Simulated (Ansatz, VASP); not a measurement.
One calculation of Se, two programs

```
Se
1.0
     4.74940    0.00000    0.00000
    -2.37470    4.11310    0.00000
     0.00000    0.00000    3.77880
Se
3
Direct
  0.00000 0.00000 0.00000
  0.33333 0.66667 0.50000
  0.66667 0.33333 0.50000
```

Alike in both runs: functional BLYP; k mesh 7 × 7 × 10; occupations fermi-dirac, width 0.1 eV; no spin polarisation.

Ansatz relaxed the structure, and its values are those at the end. VASP's run is a single point on that final structure, the one shown.

|  | VASP | Ansatz |
| --- | --- | --- |
| version | VASP 6.6.1 | Ansatz 0.2.0 |
| potentials or method | VASP PAW PBE potentials, release 64 (Se), cutoff 520 eV | plane waves (420 eV) with PAW, scalar-relativistic |
| valence electrons in the cell | 18 | 48 |

```csv
,VASP,Ansatz,Ansatz less VASP
pressure (GPa),0.1,0.0,-0.12
```

VASP's potentials were made for PBE, not for BLYP. The functional is the same, so the differences come from potentials, cutoffs and numerics. VASP's potentials hold 18 valence electrons a cell and Ansatz's 48, so a difference there can come from the potentials and not from the codes.
